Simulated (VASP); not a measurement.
Input of a VASP 6.6.1 run:

Contents of INCAR:

```
ALGO = Normal ; EDIFF = 1E-7
ENCUT = 520 ; GGA = PS
ISIF = 2 ; ISMEAR = -1
LASPH = True ; LCHARG = True
LELF = True ; LREAL = False
LVHAR = True ; LWAVE = False
NBANDS = 16 ; NELM = 60
PREC = Accurate ; SIGMA = 0.05
```

File KPOINTS:

```
k-points
0
Gamma
  7 7 7
```

The input POSCAR:

```
ZnS
1.0
    0.0000000000      2.6479600000      2.7020000000
    2.6479600000      0.0000000000      2.7020000000
    2.6479600000      2.6479600000      0.0000000000
Zn S
1 1
Direct
    0.7500000000      0.7500000000      0.7500000000
    0.0000000000      0.0000000000      0.0000000000
```

Potentials or basis: VASP PAW PBE potentials, release 64 (Zn, S).

Run with:

```console
$ cat potpaw_PBE.64/Zn/POTCAR potpaw_PBE.64/S/POTCAR > POTCAR
$ mpirun -np 1 vasp_std > vasp.out
```

Q: Estimate the pressure.

A: 1.3 GPa.

Q: Estimate the band gap on the k mesh.

A: 2.13 eV.

Stress tensor (GPa, compression positive):
```
1.63 0.00 0.00
0.00 1.63 0.00
0.00 0.00 0.76
```

Caveat: the PAW data sets were made with another functional, which shifts forces and pressure a little. A hybrid or GW would open this gap; PBEsol tends to underestimate it.
